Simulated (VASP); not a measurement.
# Re (Pm-3m) in VASP: a series of runs

Runs on Re. Level: r2SCAN. Tasks: single point.

Everything below comes from runs of VASP 6.6.1. Logs are shortened: lines on timing, memory, paths and dates and some standing lists are left out, and cuts for length are marked.

### 1 The cell of the first run

The structure is cubic, space group Pm-3m (No. 221). The conventional cell has a = 2.541 Å, b = 2.541 Å, c = 2.541 Å, α = 90.00°, β = 90.00°, γ = 90.00°. Re (site symmetry m-3m) has 6 Re at 2.54 Å within 3.4 Å.

### 2 Single point, r2SCAN

POSCAR

```
Re
1.0
    2.5410709268      0.0000000000      0.0000000000
    0.0000000000      2.5410709268      0.0000000000
    0.0000000000      0.0000000000      2.5410709268
Re
1
Direct
    0.0000000000      0.0000000000      0.0000000000
```

INCAR.step1

```
SYSTEM = Re
PREC     = Accurate       ! precision mode
ENCUT    = 520            ! plane-wave cutoff, eV
ISMEAR   = -1             ! smearing method
SIGMA    = 0.05           ! smearing width, eV
LREAL    = .False.        ! projectors in reciprocal space
LASPH    = .True.         ! aspherical terms in the spheres
NELM     = 100            ! most SCF steps
NBANDS   = 10             ! bands
GGA      = PE             ! functional
ALGO     = Normal         ! electronic algorithm
EDIFF    = 1E-4           ! SCF threshold, eV
LWAVE    = .True.         ! write WAVECAR
LCHARG   = .False.        ! write CHGCAR
```

INCAR.step2

```
SYSTEM = Re
PREC     = Accurate       ! precision mode
ENCUT    = 520            ! plane-wave cutoff, eV
EDIFF    = 1E-6           ! SCF threshold, eV
ISMEAR   = -1             ! smearing method
SIGMA    = 0.05           ! smearing width, eV
LREAL    = .False.        ! projectors in reciprocal space
LASPH    = .True.         ! aspherical terms in the spheres
NELM     = 100            ! most SCF steps
ALGO     = Normal         ! electronic algorithm
ISIF     = 2              ! what is computed and relaxed
LWAVE    = .False.        ! write WAVECAR
LCHARG   = .False.        ! write CHGCAR
METAGGA  = R2SCAN         ! meta-GGA
LMIXTAU  = .True.       
NBANDS   = 10             ! bands
ISTART   = 1
```

KPOINTS

```
regular mesh
0
Gamma
  7 7 7
  0 0 0
```

Potentials or basis: VASP PAW PBE potentials, release 64 (Re).

The run is started by

```bash
$ cat potpaw_PBE.64/Re/POTCAR > POTCAR
$ cp INCAR.step1 INCAR
$ mpirun -np 1 vasp_std > vasp.out
$ cp INCAR.step2 INCAR
$ mpirun -np 1 vasp_std > vasp.out
```

OUTCAR:

```text
SYSTEM = Re
   PREC = Accurate
   ENCUT = 520
   EDIFF = 1E-6
   ISMEAR = -1
   LREAL = .False.
   LASPH = .True.
   NELM = 100
   ISIF = 2
   METAGGA = R2SCAN
   ISTART = 1

 ion  position               nearest neighbor table
   1  0.000  0.000  0.000-

  LATTYP: Found a simple cubic cell.
 ALAT       =     2.5410709268

  Lattice vectors:

 A1 = (   2.5410709268,   0.0000000000,   0.0000000000)
 A2 = (   0.0000000000,   2.5410709268,   0.0000000000)
 A3 = (   0.0000000000,   0.0000000000,   2.5410709268)

Analysis of symmetry for initial positions (statically):
=====================================================================
 Subroutine PRICEL returns:
 Original cell was already a primitive cell.

 Routine SETGRP: Setting up the symmetry group for a
 simple cubic supercell.

 Subroutine GETGRP returns: Found 48 space group operations
 (whereof 48 operations were pure point group operations)
 out of a pool of 48 trial point group operations.

The static configuration has the point symmetry O_h .

Analysis of symmetry for dynamics (positions and initial velocities):
=====================================================================
 Subroutine PRICEL returns:
 Original cell was already a primitive cell.

 Routine SETGRP: Setting up the symmetry group for a
 simple cubic supercell.

 Subroutine GETGRP returns: Found 48 space group operations
 (whereof 48 operations were pure point group operations)
 out of a pool of 48 trial point group operations.

The dynamic configuration has the point symmetry O_h .

 Subroutine INISYM returns: Found 48 space group operations
 (whereof 48 operations are pure point group operations),
 and found     1 'primitive' translations

----------------------------------------------------------------------------------------

                                     Primitive cell

  volume of cell :      16.4078

  direct lattice vectors                    reciprocal lattice vectors
     2.541070927  0.000000000  0.000000000     0.393534863  0.000000000  0.000000000
     0.000000000  2.541070927  0.000000000     0.000000000  0.393534863  0.000000000
     0.000000000  0.000000000  2.541070927     0.000000000  0.000000000  0.393534863

  length of vectors
     2.541070927  2.541070927  2.541070927     0.393534863  0.393534863  0.393534863

  position of ions in fractional coordinates (direct lattice)
     0.000000000  0.000000000  0.000000000

  ion indices of the primitive-cell ions
   primitive index   ion index
                 1           1

----------------------------------------------------------------------------------------

 KPOINTS: regular mesh

Automatic generation of k-mesh.
 Grid dimensions read from file:
 generate k-points for:    7    7    7

 Generating k-lattice:

  Cartesian coordinates                     Fractional coordinates (reciprocal lattice)
     0.056219266  0.000000000  0.000000000     0.142857143  0.000000000  0.000000000
     0.000000000  0.056219266  0.000000000     0.000000000  0.142857143  0.000000000
     0.000000000  0.000000000  0.056219266     0.000000000  0.000000000  0.142857143

  Length of vectors
     0.056219266  0.056219266  0.056219266

  Shift w.r.t. Gamma in fractional coordinates (k-lattice)
     0.000000000  0.000000000  0.000000000

 Subroutine IBZKPT returns following result:
 ===========================================

 Found     20 irreducible k-points:

 Following reciprocal coordinates:
            Coordinates               Weight
  0.000000  0.000000  0.000000      1.000000
  0.142857  0.000000  0.000000      6.000000
  0.285714  0.000000  0.000000      6.000000
  0.428571  0.000000  0.000000      6.000000
  0.142857  0.142857  0.000000     12.000000
  0.285714  0.142857  0.000000     24.000000
[... 12 lines left out ...]
  0.428571  0.428571  0.285714     24.000000
  0.428571  0.428571  0.428571      8.000000
   k-points           NKPTS =     20   k-points in BZ     NKDIM =     20   number of bands    NBANDS=     10
   number of dos      NEDOS =    301   number of ions     NIONS =      1
   total plane-waves  NPLWV =   8000
   dimension x,y,z NGX =    20 NGY =   20 NGZ =   20
   dimension x,y,z NGXF=    40 NGYF=   40 NGZF=   40
   ions per type =               1
   NGX,Y,Z   is equivalent  to a cutoff of  13.08, 13.08, 13.08 a.u.
   NGXF,Y,Z  is equivalent  to a cutoff of  26.17, 26.17, 26.17 a.u.
 SYSTEM =  Re
   PREC   = accura    normal or accurate (medium, high low for compatibility)
   ISTART =      1    job   : 0-new  1-cont  2-samecut
   ICHARG =      0    charge: 1-file 2-atom 10-const
   ISPIN  =      1    spin polarized calculation?
   LNONCOLLINEAR =      F non collinear calculations
   LSORBIT =      F    spin-orbit coupling
   LASPH  =      T    aspherical Exc in radial PAW
   ENCUT  =  520.0 eV  38.22 Ry    6.18 a.u.   4.72  4.72  4.72*2*pi/ulx,y,z
   NELM   =    100;   NELMIN=  2; NELMDL=  0     # of ELM steps
   EDIFF  = 0.1E-05   stopping-criterion for ELM
   LREAL  =      F    real-space projection
   EDIFFG = 0.1E-04   stopping-criterion for IOM
   NSW    =      0    number of steps for IOM
   IBRION =     -1    ionic relax: 0-MD 1-quasi-New 2-CG
   NFREE  =      0    steps in history (QN), initial steepest desc. (CG)
   ISIF   =      2    stress and relaxation
   ISYM   =      2    0-nonsym 1-usesym 2-fastsym
   POTIM  = 0.5000    time-step for ionic-motion
   TEBEG  =    0.0;   TEEND  =   0.0 temperature during run
   PSTRESS=    0.0 pullay stress
   NELECT =       7.0000    total number of electrons
   NUPDOWN=      -1.0000    fix difference up-down
   EMIN   =  10.00;   EMAX   =-10.00  energy-range for DOS
   EFERMI =   0.00;   METHOD = LEGACY
   ISMEAR =    -1;   SIGMA  =   0.05  broadening in eV -4-tet -1-fermi 0-gaus
   EFERMI_NEDOS =   21; number of points for ismear=-14 and -15
   IALGO  =     38    algorithm
   IMIX   =      4    mixing-type and parameters
     AMIX     =   0.40;   BMIX     =  1.00
     AMIX_MAG =   1.60;   BMIX_MAG =  1.00
  volume/ion in A,a.u.               =      16.41       110.73
  Fermi-wavevector in a.u.,A,eV,Ry     =   1.232416  2.328929 20.665204  1.518850
  Thomas-Fermi vector in A             =   2.367187
   LORBIT       =      0    0 simple, 1 ext, 2 COOP (PROOUT), +10 PAW based schemes
   METAGGA = R2SCAN    functional components
   LHFCALC =     F    Hartree Fock is set to
   AEXX    =    0.0000 exact exchange contribution
   IVDW    =     0    specifies the selected vdW correction
   LEPSILON=     F    determine dielectric tensor
   LRPA    =     F    only Hartree local field effects (RPA)
 non-spin polarized calculation
  energy-cutoff  :      520.00
  volume of cell :       16.41
 maximum number of plane-waves:       461
 NGX is ok and might be reduce to    20
   NGX =  9   NGY =  9   NGZ =  9

 number of electron       6.9999998 magnetization

 Free energy of the ion-electron system (eV)
  ---------------------------------------------------
  ext. energy  EPLUGINS =         0.00000000
  ---------------------------------------------------
  free energy    TOTEN  =       -50.98562103 eV

  energy without entropy =      -50.96915704  energy(sigma->0) =      -50.97738903

 E-fermi :   7.1246     XC(G=0): -14.0445

 val. band max:        7.1239543809   @ k =   0.2857   0.1429   0.1429
 cond. band min:       7.2347774955   @ k =   0.4286   0.1429   0.0000
 fundamental gap:      0.1108231146
 Fermi energy:         7.1246161441

 k-point     1 :       0.0000    0.0000    0.0000
  band No.  band energies     occupation
      1      -2.8758      2.00000
      2       0.9843      2.00000
      3       0.9843      2.00000
      4      10.9163      0.00000
      5      10.9163      0.00000
      6      10.9163      0.00000
      7      23.6111      0.00000
      8      23.6111      0.00000
      9      23.6111      0.00000
     10      30.3262      0.00000

 k-point     2 :       0.1429    0.0000    0.0000
  band No.  band energies     occupation
      1      -2.1906      2.00000
      2       1.1613      2.00000
      3       1.7845      2.00000
      4       9.9393      0.00000
      5       9.9393      0.00000
      6      10.9914      0.00000
      7      20.5936      0.00000
      8      25.0138      0.00000
      9      25.0138      0.00000
     10      29.1666      0.00000

 k-point     3 :       0.2857    0.0000    0.0000
  band No.  band energies     occupation
      1      -0.7367      2.00000
      2       1.5853      2.00000
      3       3.9565      2.00000
      4       8.2136      0.00000
      5       8.2136      0.00000
      6      11.1636      0.00000
      7      17.0763      0.00000
      8      25.3027      0.00000
      9      27.8493      0.00000
     10      27.8493      0.00000

 k-point     4 :       0.4286    0.0000    0.0000
  band No.  band energies     occupation
      1       0.5053      2.00000
      2       1.9567      2.00000
      3       5.7324      2.00000
      4       7.0988      1.25227
      5       7.0988      1.25224
      6      11.3056      0.00000
      7      16.0265      0.00000
      8      23.1463      0.00000
      9      28.9499      0.00000
     10      30.3190      0.00000
[... 170 lines left out ...]
 k-point    18 :       0.4286    0.2857    0.2857
  band No.  band energies     occupation
      1       1.9435      2.00000
      2       3.5021      2.00000
      3       4.3587      2.00000
      4       7.0724      1.47951
      5       8.4404      0.00000
      6      13.2358      0.00000
      7      18.8106      0.00000
      8      21.1262      0.00000
      9      26.9178      0.00000
     10      28.7732      0.00000

 k-point    19 :       0.4286    0.4286    0.2857
  band No.  band energies     occupation
      1       1.3019      2.00000
      2       3.3244      2.00000
      3       3.4791      2.00000
      4       7.8152      0.00000
      5      11.9769      0.00000
      6      15.0939      0.00000
      7      18.6853      0.00000
      8      19.1286      0.00000
      9      23.7061      0.00000
     10      29.4310      0.00000

 k-point    20 :       0.4286    0.4286    0.4286
  band No.  band energies     occupation
      1       1.7978      2.00000
      2       2.1310      2.00000
      3       2.1310      2.00000
      4      12.2417      0.00000
      5      12.2417      0.00000
      6      16.4432      0.00000
      7      17.2322      0.00000
      8      21.1478      0.00000
      9      21.1478      0.00000
     10      30.4506      0.00000

------------------------ aborting loop because EDIFF is reached ----------------------------------------

  FORCE on cell =-STRESS in cart. coord.  units (eV):
  Direction    XX          YY          ZZ          XY          YZ          ZX
  --------------------------------------------------------------------------------------
  -------------------------------------------------------------------------------------
  Total        0.9328925      0.9328925      0.9328925     -0.0000000     -0.0000000      0.0000000
  in kB       91.0944252     91.0944252     91.0944252     -0.0000000     -0.0000000      0.0000000
  external PRESSURE =      91.0944252 kB  Pullay stress =       0.0000000 kB

 VOLUME and BASIS-vectors are now :
 -----------------------------------------------------------------------------
  energy-cutoff  :      520.00
  volume of cell :       16.41
      direct lattice vectors                 reciprocal lattice vectors
     2.541070927  0.000000000  0.000000000     0.393534863  0.000000000  0.000000000
     0.000000000  2.541070927  0.000000000     0.000000000  0.393534863  0.000000000
     0.000000000  0.000000000  2.541070927     0.000000000  0.000000000  0.393534863

 POSITION                                       TOTAL-FORCE (eV/Angst)
 -----------------------------------------------------------------------------------
      0.00000      0.00000      0.00000         0.000000      0.000000      0.000000
 -----------------------------------------------------------------------------------
    total drift:                               -0.000000      0.000000     -0.000000

  FREE ENERGIE OF THE ION-ELECTRON SYSTEM (eV)
  ---------------------------------------------------
  free  energy   TOTEN  =       -50.9856210267 eV

  energy  without entropy=      -50.9691570423  energy(sigma->0) =      -50.97738903
```

Wall time 9.2 s (1 thread of AMD EPYC 9R45 (Zen 5), shared host); peak memory 0.1 GiB.

What came out:

* Free energy: -50.9856 eV
* Pressure: 9.1 GPa

Caveat: the PAW data sets were made with another functional, which shifts forces and pressure a little; spin-orbit coupling is left out, which moves the levels of the heavy elements.

### 3 Single point, r2SCAN

This run uses another cell than the first one, of 15.90 Å³/atom, 0.969 times its volume.

POSCAR

```
Re
1.0
    2.5146269984      0.0000000000      0.0000000000
    0.0000000000      2.5146269984      0.0000000000
    0.0000000000      0.0000000000      2.5146269984
Re
1
Direct
    0.0000000000      0.0000000000      0.0000000000
```

INCAR.step1

```
  ALGO = Normal
  EDIFF = 1E-4
  ENCUT = 520
  GGA = PE
  ISMEAR = -1
  LASPH = True
  LCHARG = False
  LREAL = False
  LWAVE = True
  NBANDS = 10
  NELM = 100
  PREC = Accurate
  SIGMA = 0.05
```

INCAR.step2

```
  ALGO = Normal
  EDIFF = 1E-6
  ENCUT = 520
  ISIF = 2
  ISMEAR = -1
  ISTART = 1
  LASPH = True
  LCHARG = False
  LMIXTAU = True
  LREAL = False
  LWAVE = False
  METAGGA = R2SCAN
  NBANDS = 10
  NELM = 100
  PREC = Accurate
  SIGMA = 0.05
```

KPOINTS

```
k-points
0
Gamma
  7 7 7
```

Potentials or basis: VASP PAW PBE potentials, release 64 (Re).

The run is started by

```bash
$ cat potpaw_PBE.64/Re/POTCAR > POTCAR
$ cp INCAR.step1 INCAR
$ mpirun -np 1 vasp_std > vasp.out
$ cp INCAR.step2 INCAR
$ mpirun -np 1 vasp_std > vasp.out
```

It took 8.6 s on 1 thread of AMD EPYC 9R45 (Zen 5), shared host; peak memory 0.1 GiB.

The run converged. Its results:

* Free energy: -50.9411 eV
* Pressure: 19.1 GPa

Levels at points of the mesh, in eV from the Fermi level:
```tsv
k point	band 1	band 2	band 3	band 4	band 5	band 6	band 7
(0.00, 0.00, 0.00)	-10.23	-6.38	-6.38	3.96	3.96	3.96	16.77
```

Caveat: the PAW data sets were made with another functional, which shifts forces and pressure a little; spin-orbit coupling is left out, which moves the levels of the heavy elements.
